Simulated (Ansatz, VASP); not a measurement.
# One calculation of Mg11O12, two programs

```xyz
23
Lattice="5.2810 -3.0490 0.0000 0.0000 6.0979 0.0000 0.0000 0.0000 8.4761" Properties=species:S:1:pos:R:3 pbc="T T T"
Mg    1.7190    1.0401    7.5081
Mg    0.0000    4.0176    3.0871
Mg    0.0000    4.0176    7.5081
Mg    3.5619    4.0891    3.0871
Mg    3.5619    4.0891    7.5081
Mg    7.0000   -2.0088    3.0871
Mg    5.2810   -1.0163    5.2976
Mg    3.5206    2.0326    1.0595
Mg    3.5206    2.0326    5.2976
Mg    1.7603    5.0816    1.0595
Mg    1.7603    5.0816    5.2976
O     1.9105    0.9296    1.0595
O     1.7574    1.0180    5.2976
O     0.0000    4.2386    1.0595
O     0.0000    4.0619    5.2976
O     3.3705    3.9786    1.0595
O     3.5235    4.0670    5.2976
O     5.2810   -1.0163    3.2633
O     5.2810   -1.0163    7.3319
O     3.5206    2.0326    3.2018
O     3.5206    2.0326    7.3934
O     1.7603    5.0816    3.2018
O     1.7603    5.0816    7.3934
```

Change from the starting cell: Mg vacancy after atom 6 has jumped, atoms relaxed.

Alike in both runs: functional PBE; k mesh 6 × 6 × 2; occupations gaussian, width 0.05 eV; no spin polarisation.

Ansatz relaxed the structure, and its values are those at the end. VASP's run is a single point on that final structure, the one shown.

```csv
,VASP,Ansatz
version,VASP 6.6.1,Ansatz 0.2.0
potentials or method,"VASP PAW PBE potentials, release 64 (Mg, O), cutoff 520 eV","scalar-relativistic, plane waves, PAW"
valence electrons in the cell,94,182
```

```tsv
	VASP	Ansatz	Ansatz less VASP
gap on the k mesh at the Fermi level (eV)	none	none	-
pressure (GPa)	0.5	0.9	+0.45
```

A gap of «none» marks a metal or a gap that the smearing closes. VASP's potentials hold 94 valence electrons a cell and Ansatz's 182, so a difference there can come from the potentials and not from the codes. Ansatz's warnings: stress scf threshold loose.

The k mesh is coarse, so the values compare programs but aren't converged.
